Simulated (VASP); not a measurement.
# Ge (Im-3m) in VASP: notebook, part 2 of 2

VASP 6.6.1.

### Step 4. Relaxation of cell and atoms, PBE

INCAR reads:

```
PREC = Accurate ; ENCUT = 600
EDIFF = 1E-6 ; ISMEAR = -1
SIGMA = 0.05 ; LREAL = False
LASPH = True ; NELM = 80
ALGO = Normal ; ISIF = 3
LWAVE = False ; LCHARG = False
GGA = PE ; IBRION = 2
NSW = 45 ; EDIFFG = -0.005
```

KPOINTS reads:

```
regular mesh
0
Gamma
  17 17 17
```

POSCAR reads:

```
Ge
1.0
   -1.6851459498      1.6851459498      1.6851459498
    1.6851459498     -1.6851459498      1.6851459498
    1.6851459498      1.6851459498     -1.6851459498
Ge
1
Direct
    0.0000000000      0.0000000000      0.0000000000
```

Potentials or basis: VASP PAW PBE potentials, release 64 (Ge_d).

Started as:

```bash
> cat potpaw_PBE.64/Ge_d/POTCAR > POTCAR
> mpirun -np 1 vasp_std > vasp.out
```

OUTCAR:

```text
PREC = Accurate
   ENCUT = 600
   EDIFF = 1E-6
   ISMEAR = -1
   LREAL = False
   LASPH = True
   NELM = 80
   ISIF = 3
   GGA = PE
   IBRION = 2
   NSW = 45
   EDIFFG = -0.005

 ion  position               nearest neighbor table
   1  0.000  0.000  0.000-

  LATTYP: Found a body centered cubic cell.
 ALAT       =     3.3702918996

  Lattice vectors:

 A1 = (  -1.6851459498,   1.6851459498,   1.6851459498)
 A2 = (   1.6851459498,  -1.6851459498,   1.6851459498)
 A3 = (   1.6851459498,   1.6851459498,  -1.6851459498)

Analysis of symmetry for initial positions (statically):
=====================================================================
 Subroutine PRICEL returns:
 Original cell was already a primitive cell.

 Routine SETGRP: Setting up the symmetry group for a
 body centered cubic supercell.

 Subroutine GETGRP returns: Found 48 space group operations
 (whereof 48 operations were pure point group operations)
 out of a pool of 48 trial point group operations.

The static configuration has the point symmetry O_h .

Analysis of symmetry for dynamics (positions and initial velocities):
=====================================================================
 Subroutine PRICEL returns:
 Original cell was already a primitive cell.

 Routine SETGRP: Setting up the symmetry group for a
 body centered cubic supercell.

 Subroutine GETGRP returns: Found 48 space group operations
 (whereof 48 operations were pure point group operations)
 out of a pool of 48 trial point group operations.

The dynamic configuration has the point symmetry O_h .

 Subroutine INISYM returns: Found 48 space group operations
 (whereof 48 operations are pure point group operations),
 and found     1 'primitive' translations

----------------------------------------------------------------------------------------
[... 121 lines left out ...]
   LRPA    =     F    only Hartree local field effects (RPA)
 conjugate gradient relaxation of ions
 non-spin polarized calculation
  energy-cutoff  :      600.00
  volume of cell :       19.14
 maximum number of plane-waves:       658
   NGX = 11   NGY = 11   NGZ = 11

--------------------------------------- Ionic step        1  -------------------------------------------

 number of electron      13.9999997 magnetization

 Free energy of the ion-electron system (eV)
  ---------------------------------------------------
  ext. energy  EPLUGINS =         0.00000000
  ---------------------------------------------------
  free energy    TOTEN  =        -4.18199362 eV

  energy without entropy =       -4.17861815  energy(sigma->0) =       -4.18030589

------------------------ aborting loop because EDIFF is reached ----------------------------------------

  FORCE on cell =-STRESS in cart. coord.  units (eV):
  Direction    XX          YY          ZZ          XY          YZ          ZX
  --------------------------------------------------------------------------------------
  -------------------------------------------------------------------------------------
  Total       -0.0061807     -0.0061807     -0.0061807      0.0000000      0.0000000     -0.0000000
  in kB       -0.5173406     -0.5173406     -0.5173406      0.0000000      0.0000000     -0.0000000
  external PRESSURE =      -0.5173406 kB  Pullay stress =       0.0000000 kB
[... 57 lines left out ...]
--------------------------------------- Ionic step        3  -------------------------------------------

 number of electron      13.9999997 magnetization

 Free energy of the ion-electron system (eV)
  ---------------------------------------------------
  ext. energy  EPLUGINS =         0.00000000
  ---------------------------------------------------
  free energy    TOTEN  =        -4.18199131 eV

  energy without entropy =       -4.17862300  energy(sigma->0) =       -4.18030716

 E-fermi :   6.6344     XC(G=0): -11.2324

 val. band max:        6.6085539577   @ k =  -0.4118   0.4118   0.4118
 cond. band min:       6.6565673399   @ k =   0.2353   0.2353   0.1765
 fundamental gap:      0.0480133822
 Fermi energy:         6.6344471603

 k-point     1 :       0.0000    0.0000    0.0000
  band No.  band energies     occupation
      1     -18.1286      2.00000
      2     -18.1286      2.00000
      3     -18.1286      2.00000
      4     -18.0460      2.00000
      5     -18.0460      2.00000
      6      -6.4102      2.00000
      7      15.6445      0.00000
      8      15.6445      0.00000
      9      15.6445      0.00000
     10      21.4707      0.00000
     11      21.4707      0.00000
[... 309 lines left out ...]
 k-point    24 :       0.1765    0.1765    0.0000
  band No.  band energies     occupation
      1     -18.1374      2.00000
      2     -18.1144      2.00000
      3     -18.0602      2.00000
      4     -18.0525      2.00000
      5     -18.0431      2.00000
      6      -3.9818      2.00000
      7       7.6415      0.00000
      8       9.5531      0.00000
      9      12.9756      0.00000
     10      18.4220      0.00000
     11      19.4779      0.00000

 [... further k-points ...]
[... 5 lines left out ...]
  --------------------------------------------------------------------------------------
  -------------------------------------------------------------------------------------
  Total        0.0046703      0.0046703      0.0046703     -0.0000000     -0.0000000      0.0000000
  in kB        0.3910267      0.3910267      0.3910267     -0.0000000     -0.0000000      0.0000000
  external PRESSURE =       0.3910267 kB  Pullay stress =       0.0000000 kB
[... 16 lines left out ...]
  FREE ENERGIE OF THE ION-ELECTRON SYSTEM (eV)
  ---------------------------------------------------
  free  energy   TOTEN  =        -4.1819913144 eV

  energy  without entropy=       -4.1786230039  energy(sigma->0) =       -4.18030716

 reached required accuracy - stopping structural energy minimisation
```

OSZICAR:

```text
N       E                     dE             d eps       ncg     rms          rms(c)
DAV:   1     0.565323509876E+02    0.56532E+02   -0.83233E+03  3765   0.382E+03
DAV:   2     0.370301523317E+00   -0.56162E+02   -0.54459E+02  3719   0.429E+02
DAV:   3    -0.412682531473E+01   -0.44971E+01   -0.44687E+01  4137   0.730E+01
[... 16 lines left out ...]
DAV:   1    -0.418204809533E+01   -0.63638E-04   -0.71362E-04  4164   0.682E-01    0.442E-02
DAV:   2    -0.418200600189E+01    0.42093E-04   -0.47785E-05  4134   0.181E-01    0.220E-02
DAV:   3    -0.418199265829E+01    0.13344E-04   -0.18691E-05  4127   0.976E-02    0.441E-03
DAV:   4    -0.418199132928E+01    0.13290E-05   -0.14717E-06  2160   0.316E-02    0.105E-03
DAV:   5    -0.418199131438E+01    0.14901E-07   -0.10404E-07  1851   0.499E-03
   3 F= -.41819913E+01 E0= -.41803072E+01  d E =0.230877E-05
```

CONTCAR:

```text
Ge
   1.00000000000000
    -1.6849866371054609    1.6849866371054609    1.6849866371054609
     1.6849866371054609   -1.6849866371054609    1.6849866371054609
     1.6849866371054609    1.6849866371054609   -1.6849866371054609
  Ge
     1
Direct
     0.0000000000000000    0.0000000000000000    0.0000000000000000

  0.00000000E+00  0.00000000E+00  0.00000000E+00
```

It took 71 s on 1 thread of Intel Xeon 8259CL, shared host; peak memory 0.17 GiB.

What came out:

* Free energy: -4.1820 eV
* Relaxed volume: 19.14 Å³/atom
* Relaxed cell: a = 2.918 Å, b = 2.918 Å, c = 2.918 Å, α = 109.47°, β = 109.47°, γ = 109.47°
* Space group after relaxing (to 0.1 Å): Im-3m (No. 229)
* Ionic steps: 3
* Pressure after relaxing: 0.0 GPa
* Band gap on the k mesh: zero (bands 7 and 8 overlap by 11.94 eV)

Final structure:
```cif
data_structure
_symmetry_space_group_name_H-M 'P 1'
_symmetry_Int_Tables_number 1
_cell_length_a 2.9185
_cell_length_b 2.9185
_cell_length_c 2.9185
_cell_angle_alpha 109.471
_cell_angle_beta 109.471
_cell_angle_gamma 109.471
_cell_volume 19.14
loop_
_atom_site_label
_atom_site_type_symbol
_atom_site_fract_x
_atom_site_fract_y
_atom_site_fract_z
_atom_site_occupancy
Ge1 Ge 0.00000 0.00000 0.00000 1
```

Levels at points of the mesh, in eV from the Fermi level:
| k point | band 3 | band 4 | band 5 | band 6 | band 7 | band 8 | band 9 | band 10 | band 11 |
| --- | --- | --- | --- | --- | --- | --- | --- | --- | --- |
| (0.00, 0.00, 0.00) | -24.76 | -24.68 | -24.68 | -13.04 | 9.01 | 9.01 | 9.01 | 14.84 | 14.84 |

### Step 5. The runs side by side

| task | cell | cutoff (eV) | gap on the mesh (eV) | pressure (GPa) | relaxed volume (Å³/atom) |
| --- | --- | --- | --- | --- | --- |
| single point | a = 2.919 Å, angles 109.5°, 1 atom | 520 | none | -0.1 | - |
| relaxation of cell and atoms | relaxed from a = 2.912 Å, angles 109.5°, 1 atom | 600 | none | 0.0 | 19.18 |
| relaxation of cell and atoms | relaxed from a = 2.919 Å, angles 109.5°, 1 atom | 600 | none | 0.0 | 19.14 |

Alike in all rows: level PBE; potentials or basis VASP PAW PBE potentials, release 64 (Ge_d); no spin polarisation; k mesh 17 × 17 × 17; smearing fermi-dirac 0.05 eV.

Absolute energies hang on the potentials; compare differences alone.
